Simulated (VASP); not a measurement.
HfS2:

```
Hf S
1.0
     3.48508    0.00000    0.00000
    -1.74254    3.01817    0.00000
     0.00000    0.00000    5.97263
Hf S
1 2
Direct
  0.00000 0.00000 0.00000
  0.33333 0.66667 0.25129
  0.66667 0.33333 0.74871
```

This cell differs from its parent crystal: epitaxial xy strain -4.0%.

Base run:

```yaml
Program: VASP 6.6.1
Functional: r2SCAN
Potentials_or_basis: VASP PAW PBE potentials, release 64 (Hf_pv, S)
Cutoff: 550 eV
k_mesh: 12 × 12 × 4
Occupations: gaussian, width 0.01 eV
Spin: no spin polarisation
```

Its results: band gap on the k mesh 0.88 eV (least direct gap 1.94 eV); pressure 5.8 GPa; largest force 0.131 eV/Å.

**Question.** The run is repeated on the same cell with these changes: functional from r2SCAN to PBE; cutoff from 550 eV to 500 eV; k mesh from 12 × 12 × 4 to 6 × 6 × 2. What comes out?

**Answer.** Band gap on the k mesh 0.55 eV (least direct gap 1.54 eV); pressure 7.2 GPa; largest force 0.074 eV/Å.

Several settings changed at once.

Caveats: some runs use coarse meshes; spin-orbit coupling is left out, which moves the levels of the heavy elements; the cell stands under pressure (at least some runs); the PAW data sets were made with another functional, which shifts forces and pressure a little (at least some runs); this functional lacks dispersion, which binds the layers, so the pressure and a relaxed spacing across them are unreliable (at least some runs).

A k mesh can miss the band edges.
